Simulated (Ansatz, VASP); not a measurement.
# FeGe in VASP and in Ansatz

The input INCAR:

```
PREC = Accurate
ENCUT = 520
EDIFF = 1E-7
ISMEAR = -1
SIGMA = 0.05
LREAL = F
LASPH = T
NELM = 100
ALGO = Normal
ISIF = 2
LWAVE = F
LCHARG = F
GGA = PE
NBANDS = 54
```

KPOINTS

```
Automatic mesh
0
Gamma
  7 7 7
```

The input POSCAR:

```
FeGe
1.0
    4.6890000000      0.0000000000      0.0000000000
    0.0000000000      4.6890000000      0.0000000000
    0.0000000000      0.0000000000      4.6890000000
Fe Ge
4 4
Direct
    0.1350000000      0.1350000000      0.1350000000
    0.3650000000      0.8650000000      0.6350000000
    0.6350000000      0.3650000000      0.8650000000
    0.8650000000      0.6350000000      0.3650000000
    0.8420000000      0.8420000000      0.8420000000
    0.6580000000      0.1580000000      0.3420000000
    0.3420000000      0.6580000000      0.1580000000
    0.1580000000      0.3420000000      0.6580000000
```

Input for Ansatz:

```yaml
crystal:
  lattice:
    - [4.689, 0.0, 0.0]
    - [0.0, 4.689, 0.0]
    - [0.0, 0.0, 4.689]
  atoms:
    - { symbol: Fe, position: [0.135, 0.135, 0.135] }
    - { symbol: Fe, position: [0.365, 0.865, 0.635] }
    - { symbol: Fe, position: [0.635, 0.365, 0.865] }
    - { symbol: Fe, position: [0.865, 0.635, 0.365] }
    - { symbol: Ge, position: [0.842, 0.842, 0.842] }
    - { symbol: Ge, position: [0.658, 0.158, 0.342] }
    - { symbol: Ge, position: [0.342, 0.658, 0.158] }
    - { symbol: Ge, position: [0.158, 0.342, 0.658] }
  symmetry: { tolerance: 0.0003 }
hamiltonian:
  xc: pbe
  pseudopotentials: { kind: paw, azcp: { folder: soft_1 } }
basis:
  ecutwfc: 420
magnetization:
  spin_polarized: false
scf:
  occupations: { method: fermi_dirac, width: 0.05 }
kpoints:
  mp_grid: { grid: [7, 7, 7], shift: [0, 0, 0] }
output:
  forces: true
  stress: true
  eigenvalues: true
```

Alike in both runs: task single point; functional PBE; k mesh 7 × 7 × 7; occupations fermi-dirac, width 0.05 eV; no spin polarisation.

|  | VASP | Ansatz |
| --- | --- | --- |
| version | VASP 6.6.1 | Ansatz 0.2.0 |
| potentials or method | VASP PAW PBE potentials, release 64 (Fe, Ge_d), cutoff 520 eV | PAW plane waves |
| valence electrons in the cell | 88 | 120 |

|  | VASP | Ansatz | Ansatz less VASP |
| --- | --- | --- | --- |
| pressure (GPa) | -5.5 | -5.8 | -0.21 |
| rms of the force components (eV/Å) | 0.166 | 0.172 | +0.0058 |

Atom by atom the forces differ by 0.011 eV/Å (rms over components). VASP's potentials hold 88 valence electrons a cell and Ansatz's 120, so a difference there can come from the potentials and not from the codes.
